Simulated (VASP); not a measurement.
# MoS2 in VASP: phonons with PBE+D3(BJ)

Aim: the phonons of MoS2 with PBE+D3(BJ).

Program: VASP 6.6.1. These are calculated values, not measurements. Logs are shortened: lines on timing, memory, paths and dates and some standing lists are left out, and cuts for length are marked.

### Step 1. The cell of the first run

The cell holds a sheet with vacuum, 3 atoms: a = 3.154 Å, b = 3.154 Å, c = 18.120 Å, α = 90.00°, β = 90.00°, γ = 120.00°.

### Step 2. Phonons, PBE+D3(BJ)

INCAR reads:

```
  PREC = Accurate
  ENCUT = 500
  EDIFF = 1E-8
  ISMEAR = 0
  SIGMA = 0.01
  LREAL = F
  LASPH = T
  NELM = 120
  ALGO = Normal
  ISIF = 2
  LWAVE = F
  LCHARG = T
  GGA = PE
  IVDW = 12
  NBANDS = 20
  IBRION = 6
  NFREE = 2
  POTIM = 0.015
  NSW = 1
  GGA_COMPAT = F
  NELMDL = -8
```

KPOINTS reads:

```
Automatic mesh
0
Gamma
  12 12 1
```

POSCAR reads:

```
MoS2
1.0
    3.1538248000      0.0000000000      0.0000000000
   -1.5769124000      2.7312923959      0.0000000000
    0.0000000000      0.0000000000     18.1200000000
S Mo
2 1
Direct
    0.3333333333      0.6666666667      0.4134940270
    0.3333333333      0.6666666667      0.5865059730
    0.6666666667      0.3333333333      0.5000000000
```

Potentials or basis: VASP PAW PBE potentials, release 64 (S, Mo_sv).

Command:

```bash
cat potpaw_PBE.64/S/POTCAR potpaw_PBE.64/Mo_sv/POTCAR > POTCAR
mpirun -np 1 vasp_std > vasp.out
```

OUTCAR:

```text
PREC = Accurate
   ENCUT = 500
   EDIFF = 1E-8
   ISMEAR = 0
   LREAL = F
   LASPH = T
   NELM = 120
   ISIF = 2
   GGA = PE
   IVDW = 12
   IBRION = 6
   NFREE = 2
   POTIM = 0.015
   NSW = 1
   NELMDL = -8
 IVDW          = 12

 ion  position               nearest neighbor table
   1  0.333  0.667  0.413-   3 2.40   3 2.40   3 2.40
   2  0.333  0.667  0.587-   3 2.40   3 2.40   3 2.40
   3  0.667  0.333  0.500-   1 2.40   2 2.40   1 2.40   2 2.40   1 2.40   2 2.40

  LATTYP: Found a hexagonal cell.
 ALAT       =     3.1538248000
 C/A-ratio  =     5.7454047543

  Lattice vectors:

 A1 = (   3.1538248000,   0.0000000000,   0.0000000000)
 A2 = (  -1.5769124000,   2.7312923959,   0.0000000000)
 A3 = (   0.0000000000,   0.0000000000,  18.1200000000)

Analysis of symmetry for initial positions (statically):
=====================================================================
 Subroutine PRICEL returns:
 Original cell was already a primitive cell.

 Routine SETGRP: Setting up the symmetry group for a
 hexagonal supercell.

 Subroutine GETGRP returns: Found 12 space group operations
 (whereof 12 operations were pure point group operations)
 out of a pool of 24 trial point group operations.

The static configuration has the point symmetry D_3h.

Analysis of symmetry for dynamics (positions and initial velocities):
=====================================================================
 Subroutine PRICEL returns:
 Original cell was already a primitive cell.

 Routine SETGRP: Setting up the symmetry group for a
 hexagonal supercell.

 Subroutine GETGRP returns: Found 12 space group operations
 (whereof 12 operations were pure point group operations)
 out of a pool of 24 trial point group operations.

The dynamic configuration has the point symmetry D_3h.

 Subroutine INISYM returns: Found 12 space group operations
 (whereof 12 operations are pure point group operations),
 and found     1 'primitive' translations

----------------------------------------------------------------------------------------

                                     Primitive cell
[... 112 lines left out ...]
   GGA     = PE    functional components
   LHFCALC =     F    Hartree Fock is set to
   AEXX    =    0.0000 exact exchange contribution
   IVDW    =    12    specifies the selected vdW correction
   LEPSILON=     F    determine dielectric tensor
   LRPA    =     F    only Hartree local field effects (RPA)
 finite differences with symmetry
 non-spin polarized calculation
 Gauss-broadening in eV      SIGMA  =   0.01
  energy-cutoff  :      500.00
  volume of cell :      156.09
 maximum number of plane-waves:      3979
 NGX is ok and might be reduce to    24
   NGX = 11   NGY = 11   NGZ = 67

--------------------------------------- Ionic step        1  -------------------------------------------

 number of electron      25.9999999 magnetization

 Free energy of the ion-electron system (eV)
  ---------------------------------------------------
  ext. energy  EPLUGINS =         0.00000000
  ---------------------------------------------------
  free energy    TOTEN  =       -21.84354555 eV

  energy without entropy =      -21.84354555  energy(sigma->0) =      -21.84354555

------------------------ aborting loop because EDIFF is reached ----------------------------------------

 Edisp (eV)   -0.95930

 E8    (eV) :    -0.4145
[... 319 lines left out ...]
--------------------------------------- Ionic step        9  -------------------------------------------

 number of electron      25.9999999 magnetization

 Free energy of the ion-electron system (eV)
  ---------------------------------------------------
  ext. energy  EPLUGINS =         0.00000000
  ---------------------------------------------------
  free energy    TOTEN  =       -21.84010568 eV

  energy without entropy =      -21.84010568  energy(sigma->0) =      -21.84010568

 E-fermi :  -1.4080     XC(G=0):  -4.2495

 val. band max:       -1.5294658523   @ k =   0.3333   0.3333   0.0000
 cond. band min:       0.2523363891   @ k =   0.3333   0.3333   0.0000
 fundamental gap:      1.7818022414
 Fermi energy:        -1.4080220313

 k-point     1 :       0.0000    0.0000    0.0000
  band No.  band energies     occupation
      1     -62.3631      2.00000
      2     -36.5231      2.00000
      3     -36.2847      2.00000
      4     -36.2847      2.00000
      5     -15.6904      2.00000
      6     -14.3879      2.00000
[... 460 lines left out ...]
  FREE ENERGIE OF THE ION-ELECTRON SYSTEM (eV)
  ---------------------------------------------------
  free  energy   TOTEN  =       -22.7993970676 eV

  energy  without entropy=      -22.7993970676  energy(sigma->0) =      -22.79939707

 INTERNAL STRAIN TENSORS FROM DISPLACED ATOMS
 ============================================

 INTERNAL STRAIN TENSOR FOR ION    1 for displacements in x,y,z  (eV/Angst):
          X           Y           Z          XY          YZ          ZX
  --------------------------------------------------------------------------------
  x     0.00000     0.00000     0.00000    -3.20024     0.00000    14.52945
  y    -3.20024     3.20024     0.00000     0.00000    14.52945     0.00000
  z    10.06262    10.06262    29.65534     0.00000    -0.00000     0.00000

 INTERNAL STRAIN TENSOR FOR ION    3 for displacements in x,y,z  (eV/Angst):
          X           Y           Z          XY          YZ          ZX
  --------------------------------------------------------------------------------
  x     0.00000     0.00000     0.00000     6.41076     0.00000     0.00000
  y     6.41076    -6.41076     0.00000    -0.00000     0.00000     0.00000
  z     0.00000     0.00000     0.00000     0.00000     0.00000     0.00000

 Eigenvectors and eigenvalues of the dynamical matrix
 ----------------------------------------------------

   1 f  =   13.955553 THz    87.685324 2PiTHz  465.507135 cm-1    57.715503 meV
             X         Y         Z           dx          dy          dz
     -0.000000  1.820862  7.492512     0.000000    0.000000    0.547467
     -0.000000  1.820862 10.627488    -0.000000    0.000000    0.547467
      1.576912  0.910431  9.060000    -0.000000   -0.000000   -0.632897
[... 43 lines left out ...]
   9 f/i=    0.001223 THz     0.007684 2PiTHz    0.040796 cm-1     0.005058 meV
             X         Y         Z           dx          dy          dz
     -0.000000  1.820862  7.492512     0.000000   -0.000000   -0.447526
     -0.000000  1.820862 10.627488     0.000000   -0.000000   -0.447526
      1.576912  0.910431  9.060000     0.000000   -0.000000   -0.774236

 ELASTIC MODULI CONTR FROM IONIC RELAXATION (kBar)
 Direction    XX          YY          ZZ          XY          YZ          ZX
 --------------------------------------------------------------------------------
 XX        -130.6327    -89.2604   -324.0213      0.0000      0.0000      0.0000
 YY         -89.2604   -130.6327   -324.0213     -0.0000      0.0000      0.0000
 ZZ        -324.0213   -324.0213   -954.9171     -0.0000      0.0000      0.0000
 XY           0.0000     -0.0000     -0.0000    -20.6862     -0.0000     -0.0000
 YZ           0.0000      0.0000      0.0000     -0.0000   -467.6522      0.0000
 ZX           0.0000      0.0000      0.0000     -0.0000      0.0000   -467.6521
 --------------------------------------------------------------------------------
```

OSZICAR:

```text
N       E                     dE             d eps       ncg     rms          rms(c)
DAV:   1     0.152101563687E+03    0.15210E+03   -0.13620E+04   984   0.102E+03
[... 141 lines left out ...]
DAV:   5    -0.218400987018E+02   -0.81772E-05   -0.54894E-05   948   0.576E-02    0.554E-02
DAV:   6    -0.218401078266E+02   -0.91248E-05   -0.18498E-05   884   0.310E-02    0.374E-02
DAV:   7    -0.218401057147E+02    0.21120E-05   -0.97059E-06   876   0.211E-02    0.176E-02
DAV:   8    -0.218401055786E+02    0.13606E-06   -0.23557E-06   888   0.979E-03    0.252E-03
DAV:   9    -0.218401056374E+02   -0.58796E-07   -0.87742E-08  1008   0.216E-03    0.183E-03
DAV:  10    -0.218401056816E+02   -0.44149E-07   -0.31751E-08   872   0.888E-04    0.875E-04
DAV:  11    -0.218401056841E+02   -0.25352E-08   -0.16244E-08   724   0.679E-04
   9 F= -.22799397E+02 E0= -.22799397E+02  d E =-.694591E-68
```

Wall time 41 min (1 thread of Intel Xeon 8259CL, shared host); peak memory 0.52 GiB.

Results:

```
Highest phonon frequency at Γ, LO-TO splitting left out : 466 cm⁻¹
Dispersion energy per atom                              : -0.320 eV
```

Phonon frequencies in cm⁻¹ (negative: imaginary):
```
              q point                    frequencies
(0.000, 0.000, 0.000)  0 0 0 280 280 380 380 400 466
```
